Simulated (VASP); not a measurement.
Wanted: the native input for a VASP 6.6.1 run.

- Task: relaxation of cell and atoms
- Functional: LDA
- Potentials or basis: VASP PAW LDA potentials, release 64 (Se, Sn_d)
- Cutoff: 600 eV
- k mesh: 9 × 9 × 1
- Occupations: gaussian, width 0.03 eV
- Spin: no spin polarisation
- Further INCAR settings: ALGO = Normal; EDIFF = 1e-07; IBRION = 2; EDIFFG = -0.005; NSW = 90; ISIF = 3

The structure of SnSe2 lies in POSCAR:

```
SnSe2                                   
1.0
    3.7981493143     -0.0000000000      0.0000000000
   -1.8990746571      3.2892937897      0.0000000000
    0.0000000000      0.0000000000     39.4637280000
  Se              Sn            
     8     4
Direct
     0.6666666699999979    0.3333333300000021    0.2367592446729525
     0.3333333300000021    0.6666666699999979    0.3166155065099589
     0.6666666699999979    0.3333333300000021    0.3851062336828716
     0.3333333300000021    0.6666666699999979    0.4651981574192672
     0.6666666699999979    0.3333333300000021    0.5348018425807330
     0.3333333300000021    0.6666666699999979    0.6148937663171287
     0.6666666699999979    0.3333333300000021    0.6833844934900409
     0.3333333300000021    0.6666666699999979    0.7632407553270472
     0.0000000000000000    0.0000000000000000    0.2765558159649519
     0.0000000000000000    0.0000000000000000    0.4251565740805632
     0.0000000000000000    0.0000000000000000    0.5748434259194369
     0.0000000000000000    0.0000000000000000    0.7234441840350487
```

These files were run (other wordings do the same):

INCAR

```
ALGO     = Normal         # electronic algorithm
EDIFF    = 1E-7           # SCF threshold, eV
EDIFFG   = -0.005         # ionic threshold
ENCUT    = 600            # plane-wave cutoff, eV
IBRION   = 2              # ionic algorithm
ISIF     = 3              # what is computed and relaxed
ISMEAR   = 0              # smearing method
KPAR     = 4            
LASPH    = T              # aspherical terms in the spheres
LATTICE_CONSTRAINTS= .TRUE. .TRUE. .FALSE.
LCHARG   = F              # write CHGCAR
LREAL    = F              # projectors in reciprocal space
LWAVE    = F              # write WAVECAR
NELM     = 80             # most SCF steps
NSW      = 90             # ionic steps
PREC     = Accurate       # precision mode
SIGMA    = 0.03           # smearing width, eV
```

KPOINTS

```
k-points
0
Gamma
  9 9 1
```

Potentials or basis: VASP PAW LDA potentials, release 64 (Se, Sn_d).

Launch:

```sh
$ cat potpaw_LDA.64/Se/POTCAR potpaw_LDA.64/Sn_d/POTCAR > POTCAR
$ mpirun -np 4 vasp_std > vasp.out
```

Results of the run:

| Property | Result |
| --- | --- |
| Largest force after relaxing | 0.004 eV/Å |
| Band gap on the k mesh | 0.43 eV (least direct gap 0.78 eV) |

Caveat: the relaxation stopped at its first step, so nothing moved; spin-orbit coupling is left out, which moves the levels of the heavy elements.

Wall time 2.8 min on 4 MPI ranks on AMD EPYC 9R14 (Zen 4), with other jobs on the host, peak memory 0.66 GiB a rank.
